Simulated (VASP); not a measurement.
Write the native input for VASP 6.6.1 that does the following.

| Item | Value |
| --- | --- |
| Task | single point |
| Functional | PBE |
| Potentials or basis | VASP PAW PBE potentials, release 64 (Al) |
| Cutoff | 520 eV |
| k mesh | 20 × 20 × 12 |
| Occupations | gaussian, width 0.15 eV |
| Spin | no spin polarisation |
| Dipole correction | no |
| Further INCAR settings | ALGO = Fast; EDIFF = 1e-06; NBANDS = 10 |

The structure of Al lies in POSCAR:

```
Al
1.0
   -1.6390231263      1.6390231263      1.6175102401
    1.6390231263     -1.6390231263      1.6175102401
    3.2780462525      3.2780462525      0.0000000000
Al
2
Direct
    0.0781637664     -0.0781637664      0.0000000000
    0.4218362336      0.5781637664      0.5000000000
```

This cell differs from its parent crystal: atoms displaced along a vibrational mode, the cell strained.

These files were run (other wordings do the same):

INCAR

```
  PREC = Accurate
  ENCUT = 520
  EDIFF = 1E-6
  ISMEAR = 0
  SIGMA = 0.15
  LREAL = False
  LASPH = True
  NELM = 100
  ALGO = Fast
  ISIF = 2
  LWAVE = False
  LCHARG = True
  GGA = PE
  LELF = True
  LVHAR = True
  NBANDS = 10
```

KPOINTS

```
regular mesh
0
Gamma
  20 20 12
```

Potentials or basis: VASP PAW PBE potentials, release 64 (Al).

Launch:

```bash
$ cat potpaw_PBE.64/Al/POTCAR > POTCAR
$ mpirun -np 1 vasp_std > vasp.out
```

It gave:

```yaml
Pressure: -1.6 GPa
Largest_force: 0.048 eV/Å
Band_gap_on_the_k_mesh: zero (bands 3 and 4 overlap by 8.53 eV)
```

Caveat: the cell differs from its parent crystal (atoms displaced along a vibrational mode, the cell strained).

Run time: 94 s on 1 thread of Intel(R) Xeon(R) Platinum 8488C (Sapphire Rapids), with other jobs on the host, peak memory 0.32 GiB.
